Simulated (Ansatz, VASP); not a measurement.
**CdTe in VASP and in Ansatz**

```
Te Cd
1.0
     0.00000    3.20500    3.20500
     3.20500    0.00000    3.20500
     3.20500    3.20500    0.00000
Te Cd
1 1
Cartesian
  4.8075 4.8075 4.8075
  0.0000 0.0000 0.0000
```

Alike in both runs: task single point; functional PBE; k mesh 3 × 3 × 3; occupations fermi-dirac, width 0.02 eV; no spin polarisation.

|  | VASP | Ansatz |
| --- | --- | --- |
| version | VASP 6.6.1 | Ansatz 0.2.0 |
| potentials or method | VASP PAW PBE potentials, release 64 (Te, Cd), cutoff 520 eV | all-electron LAPW, scalar-relativistic |

|  | VASP | Ansatz | Ansatz less VASP |
| --- | --- | --- | --- |
| gap on the k mesh at the Fermi level (eV) | 0.84 | 0.84 | 0.000 |
| least direct gap on the mesh (eV) | 0.84 | 0.84 | 0.000 |
| pressure (GPa) | 5.3 | 5.2 | -0.15 |

Ansatz ran all-electron here, and VASP with PAW potentials.

The k mesh is coarse, so the values compare programs but aren't converged. Neither program's run includes spin-orbit coupling.
